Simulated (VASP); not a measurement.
Write the native input for VASP 6.6.1 that does the following.

```
Task                   : relaxation of cell and atoms
Functional             : PBEsol
Potentials or basis    : VASP PAW PBE potentials, release 64 (Ba_sv)
Cutoff                 : 600 eV
k mesh                 : 12 × 12 × 12
Occupations            : fermi-dirac, width 0.08 eV
Spin                   : no spin polarisation
Dipole correction      : no
Further INCAR settings : ALGO = Normal; EDIFF = 1e-06; IBRION = 2; EDIFFG = -0.005; NSW = 60; ISIF = 3
```

The structure of Ba lies in POSCAR:

```
Ba
1.0
    0.0000000000      3.0725816578      3.0725816578
    3.0725816578      0.0000000000      3.0725816578
    3.0725816578      3.0725816578      0.0000000000
Ba
1
Direct
    0.0000000000      0.0000000000      0.0000000000
```

This isn't the form of Ba at room conditions, which is bcc.

The input as run:

INCAR

```
SYSTEM = Ba
PREC = Accurate ; ENCUT = 600
EDIFF = 1E-6 ; ISMEAR = -1
SIGMA = 0.08 ; LREAL = .FALSE.
LASPH = .TRUE. ; NELM = 100
ALGO = Normal ; ISIF = 3
LWAVE = .FALSE. ; LCHARG = .FALSE.
GGA = PS ; IBRION = 2
NSW = 60 ; EDIFFG = -0.005
```

KPOINTS

```
regular mesh
0
G
  12 12 12
  0 0 0
```

Potentials or basis: VASP PAW PBE potentials, release 64 (Ba_sv).

Run with:

```sh
$ cat potpaw_PBE.64/Ba_sv/POTCAR > POTCAR
$ mpirun -np 1 vasp_std > vasp.out
```

Results of the run:

The relaxed volume is 59.09 Å³/atom. The relaxed cell is a = 4.372 Å, b = 4.372 Å, c = 4.372 Å, α = 60.00°, β = 60.00°, γ = 60.00°, the space group after relaxing (to 0.1 Å) is Fm-3m (No. 225) and the energy gained by relaxing is 0.5 meV/atom. The ionic steps are 6. The pressure after relaxing is 0.0 GPa. The band gap on the k mesh is zero (bands 5 and 6 overlap by 0.40 eV).

Caveat: the PAW data sets were made with another functional, which shifts forces and pressure a little; spin-orbit coupling is left out, which moves the levels of the heavy elements.

Run time: 49 s on 1 thread of Intel(R) Xeon(R) 6975P-C (Granite Rapids) (shared host), peak memory 0.23 GiB.
